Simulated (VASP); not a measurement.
Set up this calculation in VASP 6.6.1, as the native input.

```
Task                   : single point
Functional             : PBEsol
Potentials or basis    : VASP PAW PBE potentials, release 64 (Ti_sv, O)
Cutoff                 : 520 eV
k mesh                 : 12 × 12 × 8
Occupations            : gaussian, width 0.1 eV
Spin                   : no spin polarisation
Dipole correction      : no
Further INCAR settings : ALGO = Normal; EDIFF = 1e-06; NBANDS = 52
```

The structure of Ti3O lies in POSCAR:

```
Ti3O
1.0
    5.1268456201      0.0000000000      0.0000000000
   -2.5634228101      4.4399785483      0.0000000000
    0.0000000000      0.0000000000      4.9111880000
Ti O
6 2
Direct
    0.0000000000      0.6702930000      0.7500000000
    0.0000000000      0.3297070000      0.2500000000
    0.6702930000      0.0000000000      0.7500000000
    0.6702930000      0.6702930000      0.2500000000
    0.3297070000      0.3297070000      0.7500000000
    0.3297070000      0.0000000000      0.2500000000
    0.0000000000      0.0000000000      0.5000000000
    0.0000000000      0.0000000000      0.0000000000
```

These files were run (other wordings do the same):

INCAR

```
  PREC = Accurate
  ENCUT = 520
  EDIFF = 1E-6
  ISMEAR = 0
  SIGMA = 0.1
  LREAL = False
  LASPH = True
  NELM = 100
  ALGO = Normal
  ISIF = 2
  LWAVE = False
  LCHARG = False
  GGA = PS
  NBANDS = 52
```

KPOINTS

```
regular mesh
0
Gamma
  12 12 8
```

Potentials or basis: VASP PAW PBE potentials, release 64 (Ti_sv, O).

Command:

```sh
$ cat potpaw_PBE.64/Ti_sv/POTCAR potpaw_PBE.64/O/POTCAR > POTCAR
$ mpirun -np 1 vasp_std > vasp.out
```

It gave:

- Pressure: -5.9 GPa
- Largest force: 0.267 eV/Å
- Band gap on the k mesh: zero (bands 42 and 43 overlap by 0.68 eV)

Caveat: the cell stands under tension; the PAW data sets were made with another functional, which shifts forces and pressure a little.

Wall time 7.7 min on 1 thread of AMD EPYC 9R14 (Zen 4), with other jobs on the host, peak memory 0.47 GiB.
